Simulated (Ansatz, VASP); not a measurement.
# One calculation of TePbS4, two programs

```
Te Pb S
1.0
     5.59896    0.00000    0.00000
    -2.79948    4.84884    0.00000
     0.00000    0.00000    9.59936
Te Pb S
1 1 4
Cartesian
  0.0000 3.2326 3.5570
  0.0000 0.0000 3.2573
  0.0000 3.2326 9.2333
  -1.5208 4.1106 8.1746
  0.0000 1.4765 8.1746
  1.5208 4.1106 8.1746
```

Alike in both runs: functional PBE; k mesh 3 × 3 × 2; occupations gaussian, width 0.15 eV; no spin polarisation.

Ansatz relaxed the structure, and its values are those at the end. VASP's run is a single point on that final structure, the one shown.

|  | VASP | Ansatz |
| --- | --- | --- |
| version | VASP 6.6.1 | Ansatz 0.2.0 |
| potentials or method | VASP PAW PBE potentials, release 64 (Te, Pb_d, S), cutoff 500 eV | scalar-relativistic, plane waves, PAW |
| valence electrons in the cell | 44 | 54 |

|  | VASP | Ansatz | Ansatz less VASP |
| --- | --- | --- | --- |
| gap on the k mesh at the Fermi level (eV) | none | none | - |
| pressure (GPa) | 0.0 | 0.2 | +0.15 |
| rms of the force components (eV/Å) | 0.061 | 0.005 | -0.0557 |

A gap of «none» marks a metal or a gap that the smearing closes. VASP's potentials hold 44 valence electrons a cell and Ansatz's 54, so a difference there can come from the potentials and not from the codes.

The k mesh is coarse, so the values compare programs but aren't converged. Neither program's run includes spin-orbit coupling.
